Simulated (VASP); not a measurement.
# NaF (P6_3/mmc) in VASP: further runs

NaF is run at these levels: PBE, LDA, r2SCAN; tasks: single point.

Everything below comes from runs of VASP 6.6.1. Logs are shortened: lines on timing, memory, paths and dates and some standing lists are left out, and cuts for length are marked.

### 1 The cell of the first run

Symmetry: P6_3/mmc, No. 194, hexagonal system. The conventional cell has a = 3.868 Å, b = 3.868 Å, c = 4.551 Å, α = 90.00°, β = 90.00°, γ = 120.00°. Na (site symmetry -6m2) has 5 F at 2.23 to 2.28 Å within 3.0 Å. F (site symmetry -6m2) has 5 Na at 2.23 to 2.28 Å within 3.0 Å.

### 2 Single point, PBE

INCAR reads:

```
ALGO = Normal
EDIFF = 1E-6
ENCUT = 520
GGA = PE
ISIF = 2
ISMEAR = 0
LASPH = T
LCHARG = F
LREAL = F
LWAVE = F
NBANDS = 22
NELM = 80
PREC = Accurate
SIGMA = 0.01
```

KPOINTS reads:

```
k-points
0
Gamma
  6 6 4
```

POSCAR reads:

```
NaF
1.0
    3.8680668438      0.0000000000      0.0000000000
   -1.9340334219      3.3498441503      0.0000000000
    0.0000000000      0.0000000000      4.5514116899
Na F
2 2
Direct
    0.3333333333      0.6666666667      0.2500000000
    0.6666666667      0.3333333333      0.7500000000
    0.6666666667      0.3333333333      0.2500000000
    0.3333333333      0.6666666667      0.7500000000
```

Potentials or basis: VASP PAW PBE potentials, release 64 (Na_pv, F).

On the command line:

```console
$ cat potpaw_PBE.64/Na_pv/POTCAR potpaw_PBE.64/F/POTCAR > POTCAR
$ mpirun -np 1 vasp_std > vasp.out
```

OUTCAR:

```text
EDIFF = 1E-6
   ENCUT = 520
   GGA = PE
   ISIF = 2
   ISMEAR = 0
   LASPH = T
   LREAL = F
   NELM = 80
   PREC = Accurate

 ion  position               nearest neighbor table
   1  0.333  0.667  0.250-   3 2.23   3 2.23   3 2.23   4 2.28   4 2.28
   2  0.667  0.333  0.750-   4 2.23   4 2.23   4 2.23   3 2.28   3 2.28
   3  0.667  0.333  0.250-   1 2.23   1 2.23   1 2.23   2 2.28   2 2.28
   4  0.333  0.667  0.750-   2 2.23   2 2.23   2 2.23   1 2.28   1 2.28

  LATTYP: Found a hexagonal cell.
 ALAT       =     3.8680668438
 C/A-ratio  =     1.1766631430

  Lattice vectors:

 A1 = (   3.8680668438,   0.0000000000,   0.0000000000)
 A2 = (  -1.9340334219,   3.3498441503,   0.0000000000)
 A3 = (   0.0000000000,   0.0000000000,   4.5514116899)

Analysis of symmetry for initial positions (statically):
=====================================================================
 Subroutine PRICEL returns:
 Original cell was already a primitive cell.

 Routine SETGRP: Setting up the symmetry group for a
 hexagonal supercell.

 Subroutine GETGRP returns: Found 24 space group operations
 (whereof 12 operations were pure point group operations)
 out of a pool of 24 trial point group operations.

The static configuration has the point symmetry D_3d.
 The point group associated with its full space group is D_6h.

Analysis of symmetry for dynamics (positions and initial velocities):
=====================================================================
 Subroutine PRICEL returns:
 Original cell was already a primitive cell.

 Routine SETGRP: Setting up the symmetry group for a
 hexagonal supercell.

 Subroutine GETGRP returns: Found 24 space group operations
 (whereof 12 operations were pure point group operations)
 out of a pool of 24 trial point group operations.

The dynamic configuration has the point symmetry D_3d.
 The point group associated with its full space group is D_6h.

 Subroutine INISYM returns: Found 24 space group operations
 (whereof 12 operations are pure point group operations),
 and found     1 'primitive' translations

----------------------------------------------------------------------------------------

                                     Primitive cell

  volume of cell :      58.9746

  direct lattice vectors                    reciprocal lattice vectors
     3.868066844  0.000000000  0.000000000     0.258527073  0.149260675  0.000000000
    -1.934033422  3.349844150  0.000000000     0.000000000  0.298521351  0.000000000
     0.000000000  0.000000000  4.551411690     0.000000000  0.000000000  0.219712052

  length of vectors
     3.868066844  3.868066844  4.551411690     0.298521351  0.298521351  0.219712052

  position of ions in fractional coordinates (direct lattice)
     0.333333333  0.666666667  0.250000000
     0.666666667  0.333333333  0.750000000
     0.666666667  0.333333333  0.250000000
     0.333333333  0.666666667  0.750000000

  ion indices of the primitive-cell ions
   primitive index   ion index
                 1           1
                 2           2
                 3           3
                 4           4

----------------------------------------------------------------------------------------

 KPOINTS: k-points

Automatic generation of k-mesh.
 Grid dimensions read from file:
 generate k-points for:    6    6    4

 Generating k-lattice:

  Cartesian coordinates                     Fractional coordinates (reciprocal lattice)
     0.043087846  0.024876779  0.000000000     0.166666667  0.000000000  0.000000000
     0.000000000  0.049753558  0.000000000     0.000000000  0.166666667  0.000000000
     0.000000000  0.000000000  0.054928013     0.000000000  0.000000000  0.250000000

  Length of vectors
     0.049753558  0.049753558  0.054928013

  Shift w.r.t. Gamma in fractional coordinates (k-lattice)
     0.000000000  0.000000000  0.000000000

 Subroutine IBZKPT returns following result:
 ===========================================

 Found     21 irreducible k-points:

 Following reciprocal coordinates:
            Coordinates               Weight
  0.000000  0.000000  0.000000      1.000000
  0.166667  0.000000  0.000000      6.000000
  0.333333  0.000000  0.000000      6.000000
  0.500000  0.000000  0.000000      3.000000
  0.166667  0.166667  0.000000      6.000000
  0.333333  0.166667  0.000000     12.000000
[... 13 lines left out ...]
  0.333333  0.166667  0.500000     12.000000
  0.333333  0.333333  0.500000      2.000000
   k-points           NKPTS =     21   k-points in BZ     NKDIM =     21   number of bands    NBANDS=     22
   number of dos      NEDOS =    301   number of ions     NIONS =      4
   total plane-waves  NPLWV =  32400
   dimension x,y,z NGX =    30 NGY =   30 NGZ =   36
   dimension x,y,z NGXF=    60 NGYF=   60 NGZF=   72
   ions per type =               2   2
   NGX,Y,Z   is equivalent  to a cutoff of  12.89, 12.89, 13.15 a.u.
   NGXF,Y,Z  is equivalent  to a cutoff of  25.79, 25.79, 26.30 a.u.
 SYSTEM =  unknown system
   PREC   = accura    normal or accurate (medium, high low for compatibility)
   ISTART =      0    job   : 0-new  1-cont  2-samecut
   ICHARG =      2    charge: 1-file 2-atom 10-const
   ISPIN  =      1    spin polarized calculation?
   LNONCOLLINEAR =      F non collinear calculations
   LSORBIT =      F    spin-orbit coupling
   LASPH  =      T    aspherical Exc in radial PAW
   ENCUT  =  520.0 eV  38.22 Ry    6.18 a.u.   7.19  7.19  8.46*2*pi/ulx,y,z
   NELM   =     80;   NELMIN=  2; NELMDL= -5     # of ELM steps
   EDIFF  = 0.1E-05   stopping-criterion for ELM
   LREAL  =      F    real-space projection
   EDIFFG = 0.1E-04   stopping-criterion for IOM
   NSW    =      0    number of steps for IOM
   IBRION =     -1    ionic relax: 0-MD 1-quasi-New 2-CG
   NFREE  =      0    steps in history (QN), initial steepest desc. (CG)
   ISIF   =      2    stress and relaxation
   ISYM   =      2    0-nonsym 1-usesym 2-fastsym
   POTIM  = 0.5000    time-step for ionic-motion
   TEBEG  =    0.0;   TEEND  =   0.0 temperature during run
   PSTRESS=    0.0 pullay stress
   NELECT =      28.0000    total number of electrons
   NUPDOWN=      -1.0000    fix difference up-down
   EMIN   =  10.00;   EMAX   =-10.00  energy-range for DOS
   EFERMI =   0.00;   METHOD = LEGACY
   ISMEAR =     0;   SIGMA  =   0.01  broadening in eV -4-tet -1-fermi 0-gaus
   EFERMI_NEDOS =   21; number of points for ismear=-14 and -15
   IALGO  =     38    algorithm
   IMIX   =      4    mixing-type and parameters
     AMIX     =   0.40;   BMIX     =  1.00
     AMIX_MAG =   1.60;   BMIX_MAG =  1.00
  volume/ion in A,a.u.               =      14.74        99.49
  Fermi-wavevector in a.u.,A,eV,Ry     =   1.277142  2.413449 22.192359  1.631092
  Thomas-Fermi vector in A             =   2.409759
   LORBIT       =      0    0 simple, 1 ext, 2 COOP (PROOUT), +10 PAW based schemes
   GGA     = PE    functional components
   LHFCALC =     F    Hartree Fock is set to
   AEXX    =    0.0000 exact exchange contribution
   IVDW    =     0    specifies the selected vdW correction
   LEPSILON=     F    determine dielectric tensor
   LRPA    =     F    only Hartree local field effects (RPA)
 non-spin polarized calculation
 Gauss-broadening in eV      SIGMA  =   0.01
  energy-cutoff  :      520.00
  volume of cell :       58.97
 maximum number of plane-waves:      1604
 NGX is ok and might be reduce to    30
   NGX = 15   NGY = 15   NGZ = 17

 number of electron      27.9999991 magnetization

 Free energy of the ion-electron system (eV)
  ---------------------------------------------------
  ext. energy  EPLUGINS =         0.00000000
  ---------------------------------------------------
  free energy    TOTEN  =       -16.96462278 eV

  energy without entropy =      -16.96462278  energy(sigma->0) =      -16.96462278

 E-fermi :  -2.7485     XC(G=0):  -8.1539

 val. band max:       -2.7930673875   @ k =   0.0000   0.0000   0.0000
 cond. band min:       2.8845480556   @ k =   0.0000   0.0000   0.0000
 fundamental gap:      5.6776154430
 Fermi energy:        -2.7485333916

 k-point     1 :       0.0000    0.0000    0.0000
  band No.  band energies     occupation
      1     -21.9168      2.00000
      2     -21.8849      2.00000
      3     -21.8387      2.00000
      4     -21.8387      2.00000
      5     -21.7882      2.00000
      6     -21.7882      2.00000
[... 14 lines left out ...]
     21      15.4011      0.00000
     22      15.6826      0.00000

 k-point     2 :       0.1667    0.0000    0.0000
  band No.  band energies     occupation
      1     -22.1432      2.00000
      2     -22.0665      2.00000
      3     -21.8758      2.00000
      4     -21.8438      2.00000
      5     -21.7875      2.00000
      6     -21.7534      2.00000
[... 14 lines left out ...]
     21      14.6857      0.00000
     22      14.9100      0.00000

 k-point     3 :       0.3333    0.0000    0.0000
  band No.  band energies     occupation
      1     -22.3301      2.00000
      2     -22.2841      2.00000
      3     -21.8533      2.00000
      4     -21.8530      2.00000
      5     -21.7869      2.00000
      6     -21.7730      2.00000
[... 14 lines left out ...]
     21      13.3711      0.00000
     22      13.9231      0.00000
[... 401 lines left out ...]
 k-point    20 :       0.3333    0.1667    0.5000
  band No.  band energies     occupation
      1     -22.5791      2.00000
      2     -22.5791      2.00000
      3     -21.8273      2.00000
      4     -21.8273      2.00000
      5     -21.7603      2.00000
      6     -21.7603      2.00000
[... 14 lines left out ...]
     21      16.0546      0.00000
     22      16.0546      0.00000

 k-point    21 :       0.3333    0.3333    0.5000
  band No.  band energies     occupation
      1     -22.6027      2.00000
      2     -22.6027      2.00000
      3     -21.8335      2.00000
      4     -21.8335      2.00000
      5     -21.7557      2.00000
      6     -21.7557      2.00000
[... 14 lines left out ...]
     21      17.2234      0.00000
     22      17.2234      0.00000

------------------------ aborting loop because EDIFF is reached ----------------------------------------

  FORCE on cell =-STRESS in cart. coord.  units (eV):
  Direction    XX          YY          ZZ          XY          YZ          ZX
  --------------------------------------------------------------------------------------
  -------------------------------------------------------------------------------------
  Total        0.8424109      0.8424109      1.0828350      0.0000000      0.0000000      0.0000000
  in kB       22.8859995     22.8859995     29.4176624      0.0000000      0.0000000      0.0000000
  external PRESSURE =      25.0632205 kB  Pullay stress =       0.0000000 kB

 VOLUME and BASIS-vectors are now :
 -----------------------------------------------------------------------------
  energy-cutoff  :      520.00
  volume of cell :       58.97
      direct lattice vectors                 reciprocal lattice vectors
     3.868066844  0.000000000  0.000000000     0.258527073  0.149260675  0.000000000
    -1.934033422  3.349844150  0.000000000     0.000000000  0.298521351  0.000000000
     0.000000000  0.000000000  4.551411690     0.000000000  0.000000000  0.219712052

 POSITION                                       TOTAL-FORCE (eV/Angst)
 -----------------------------------------------------------------------------------
     -0.00000      2.23323      1.13785         0.000000      0.000000      0.000000
      1.93403      1.11661      3.41356        -0.000000     -0.000000     -0.000000
      1.93403      1.11661      1.13785        -0.000000      0.000000      0.000000
     -0.00000      2.23323      3.41356        -0.000000      0.000000     -0.000000
 -----------------------------------------------------------------------------------
    total drift:                                0.000000      0.000000     -0.000000

  FREE ENERGIE OF THE ION-ELECTRON SYSTEM (eV)
  ---------------------------------------------------
  free  energy   TOTEN  =       -16.9646227839 eV

  energy  without entropy=      -16.9646227839  energy(sigma->0) =      -16.96462278
```

It took 33 s on 1 thread of AMD EPYC 7R13 (Zen 3), shared host; peak memory 0.15 GiB.

Results:

```yaml
Free_energy: -16.9646 eV
Pressure: 2.5 GPa
Band_gap_on_the_k_mesh: 5.68 eV, direct
```

Stress tensor (GPa, compression positive):
```
2.29 0.00 0.00
0.00 2.29 0.00
0.00 0.00 2.94
```

### 3 Single point, LDA

INCAR reads:

```
SYSTEM = NaF
PREC = Accurate
ENCUT = 520
EDIFF = 1E-7
ISMEAR = 0
SIGMA = 0.01
LREAL = .FALSE.
LASPH = .TRUE.
NELM = 80
ALGO = Normal
ISIF = 2
LWAVE = .FALSE.
LCHARG = .FALSE.
GGA = CA
NBANDS = 22
```

KPOINTS reads:

```
regular mesh
0
G
  6 6 4
  0 0 0
```

POSCAR is that of step 2.

Potentials or basis: VASP PAW LDA potentials, release 64 (Na_pv, F).

On the command line:

```console
$ cat potpaw_LDA.64/Na_pv/POTCAR potpaw_LDA.64/F/POTCAR > POTCAR
$ mpirun -np 1 vasp_std > vasp.out
```

Wall time 42 s (1 thread of AMD EPYC 7R13 (Zen 3), shared host); peak memory 0.13 GiB.

The run converged. Its results:

| Quantity | Value |
| --- | --- |
| Free energy | -18.3654 eV |
| Pressure | -2.6 GPa |
| Band gap on the k mesh | 5.37 eV, direct |

Stress tensor (GPa, compression positive):
```
-2.40  0.00  0.00
 0.00 -2.40  0.00
 0.00  0.00 -2.85
```

Levels at points of the mesh, in eV from the valence-band top:
| k point | band 10 | band 11 | band 12 | band 13 | band 14 | band 15 | band 16 | band 17 | band 18 | band 19 |
| --- | --- | --- | --- | --- | --- | --- | --- | --- | --- | --- |
| (0.00, 0.00, 0.00) | -0.62 | -0.62 | -0.30 | -0.30 | 0.00 | 5.37 | 12.58 | 12.60 | 15.17 | 15.17 |
| (0.50, 0.00, 0.00) | -0.77 | -0.74 | -0.64 | -0.38 | -0.17 | 8.50 | 10.11 | 12.50 | 14.78 | 15.01 |
| (0.00, 0.00, 0.50) | -0.87 | -0.47 | -0.47 | -0.47 | -0.47 | 7.68 | 7.68 | 16.08 | 16.08 | 16.08 |
| (0.50, 0.00, 0.50) | -1.35 | -0.49 | -0.49 | -0.27 | -0.27 | 9.54 | 9.54 | 12.14 | 12.14 | 15.48 |

(Part 1 of 2 ends here.)
